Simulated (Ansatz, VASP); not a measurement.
## Cd5HgS6 in VASP and in Ansatz

```
Cd Hg S
1.0
     4.20483    0.00000    0.00000
    -2.10242    3.64149    0.00000
     0.00000    0.00000   20.52133
Cd Hg S
5 1 6
Direct
  0.33333 0.66667 0.99908
  0.33333 0.66667 0.66683
  0.66667 0.33333 0.16508
  0.66667 0.33333 0.50060
  0.66667 0.33333 0.83295
  0.33333 0.66667 0.33372
  0.33333 0.66667 0.12444
  0.33333 0.66667 0.46016
  0.33333 0.66667 0.79220
  0.66667 0.33333 0.29059
  0.66667 0.33333 0.62605
  0.66667 0.33333 0.95830
```

Alike in both runs: task single point; functional PBE; k mesh 6 × 6 × 1; occupations gaussian, width 0.1 eV; no spin polarisation.

```csv
,VASP,Ansatz
version,VASP 6.6.1,Ansatz 0.2.0
potentials or method,"VASP PAW PBE potentials, release 64 (Cd, Hg, S), cutoff 520 eV","scalar-relativistic, plane waves, PAW"
valence electrons in the cell,108,156
```

|  | VASP | Ansatz | Ansatz less VASP |
| --- | --- | --- | --- |
| gap on the k mesh at the Fermi level (eV) | 0.63 | 0.63 | 0.000 |
| least direct gap on the mesh (eV) | 0.63 | 0.63 | 0.000 |
| pressure (GPa) | 0.3 | 0.0 | -0.28 |

VASP's potentials hold 108 valence electrons a cell and Ansatz's 156, so a difference there can come from the potentials and not from the codes.

Spin-orbit coupling is off throughout.
